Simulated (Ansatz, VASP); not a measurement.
# PtSe2 in VASP and in Ansatz

The input POSCAR:

```
PtSe2
1.0
    3.7240000000      0.0000000000      0.0000000000
   -1.8620000000      3.2250786037      0.0000000000
    0.0000000000      0.0000000000      5.0620000000
Pt Se
1 2
Direct
    0.0000000000      0.0000000000      0.0000000000
    0.6666666667      0.3333333333      0.7500000000
    0.3333333333      0.6666666667      0.2500000000
```

Contents of INCAR.step1:

```
ALGO = Normal
EDIFF = 1E-5
ENCUT = 520
GGA = PE
ISIF = 2
ISMEAR = -1
LASPH = T
LCHARG = F
LREAL = F
LWAVE = T
NBANDS = 18
NELM = 80
PREC = Accurate
SIGMA = 0.05
```

Contents of INCAR.step2:

```
AEXX = 0.3
ALGO = Normal
EDIFF = 1E-6
ENCUT = 520
GGA = PE
HFSCREEN = 0.2
ISIF = 2
ISMEAR = -1
ISTART = 1
LASPH = T
LCHARG = F
LHFCALC = T
LREAL = F
LWAVE = F
NBANDS = 18
NELM = 80
PREC = Accurate
PRECFOCK = Normal
SIGMA = 0.05
```

Contents of KPOINTS:

```
k-points
0
Gamma
  4 4 3
```

The input input.yaml:

```yaml
crystal:
  lattice:
    - [3.724, 0.0, 0.0]
    - [-1.862, 3.2250786037, 0.0]
    - [0.0, 0.0, 5.062]
  atoms:
    - { symbol: Pt, position: [0.0, 0.0, 0.0] }
    - { symbol: Se, position: [0.6666666667, 0.3333333333, 0.75] }
    - { symbol: Se, position: [0.3333333333, 0.6666666667, 0.25] }
hamiltonian:
  xc: { exchange: pbe, correlation: pbe, exx: { coeff: 0.3, omega: 0.2 } }
  pseudopotentials: { kind: paw }
kpoints:
  mp_grid: { grid: [4, 4, 3] }
scf:
  occupations: { method: fermi_dirac, width: 0.05 }
output:
  forces: true
  stress: true
  eigenvalues: true
```

Alike in both runs: task single point; functional PBE-based screened hybrid with a share of 0.3 of exact exchange and HFSCREEN = 0.2; k mesh 4 × 4 × 3; occupations fermi-dirac, width 0.05 eV; no spin polarisation.

```csv
,VASP,Ansatz
version,VASP 6.6.1,Ansatz 0.2.0
potentials or method,"VASP PAW PBE potentials, release 64 (Pt, Se)",Ansatz PAW
plane-wave cutoff (eV),520,420
valence electrons in the cell,22,50
```

Ansatz gave:

- gap on the k mesh at the Fermi level (eV): none
- pressure (GPa): 1.6
- traceless stress, the component that is largest in VASP (GPa): -0.23
- rms of the force components (eV/Å): 0.009

Problem. Which values does VASP return?

Solution. gap on the k mesh at the Fermi level (eV): none; pressure (GPa): 1.3; traceless stress, the component that is largest in VASP (GPa): -0.14; rms of the force components (eV/Å): 0.015.

VASP's potentials were made for PBE, not for PBE-based screened hybrid. Atom by atom the forces differ by 0.006 eV/Å (rms over components). A gap of «none» marks a metal or a gap that the smearing closes. The functional is the same, so the differences come from potentials, cutoffs and numerics. VASP's potentials hold 22 valence electrons a cell and Ansatz's 50, so a difference there can come from the potentials and not from the codes.

The k mesh is coarse, so the values compare programs but aren't converged. Neither program's run includes spin-orbit coupling.
